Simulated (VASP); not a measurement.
SnC2:

```
Sn C
1.0
     4.01892    0.00000    0.00000
    -2.00946    3.48048    0.00000
     0.00000    0.00000    8.08888
Sn C
2 4
Direct
  0.00000 0.00000 0.00000
  0.00000 0.00000 0.50000
  0.33333 0.66667 0.02916
  0.66667 0.33333 0.52916
  0.66667 0.33333 0.97084
  0.33333 0.66667 0.47084
```

The cell was generated, and may not be a known phase.

* Program: VASP 6.6.1
* Task: relaxation of cell and atoms
* Functional: PBE
* Potentials or basis: VASP PAW PBE potentials, release 64 (Sn_d, C)
* Cutoff: 600 eV
* k mesh: 5 × 5 × 2
* Occupations: gaussian, width 0.2 eV
* Spin: no spin polarisation

At the start: pressure -0.7 GPa; volume 18.86 Å³/atom.

Question: How do energy, volume and symmetry change on relaxing?

Answer: Over 5 steps the energy falls by 2.7 meV/atom and the volume is 18.62 Å³/atom (-1.3 %); space group P6_3/mmc (No. 194, to 0.1 Å) before and after.

Step by step:
```csv
step,energy change (eV),largest force (eV/Å),pressure (GPa),volume (Å³)
1,0.0000,0.1316,-0.72,113.15
2,-0.0049,0.1112,0.32,111.77
3,-0.0050,0.1132,0.22,111.90
4,-0.0084,0.1029,0.23,111.85
5,-0.0163,0.0706,0.20,111.71
```

Final structure:
```
Sn C
1.0
     4.00470    0.00000    0.00000
    -2.00235    3.46817    0.00000
     0.00000    0.00000    8.04290
Sn C
2 4
Direct
  0.00000 0.00000 0.00000
  0.00000 0.00000 0.50000
  0.33333 0.66667 0.02473
  0.66667 0.33333 0.52473
  0.66667 0.33333 0.97527
  0.33333 0.66667 0.47527
```

Caveat: the k points lie up to 0.39 Å⁻¹ apart in the final cell; the highest band is partly filled, so the run has too few bands; the relaxation stopped at a loose force limit of 0.08 eV/Å, so its end isn't a converged minimum.
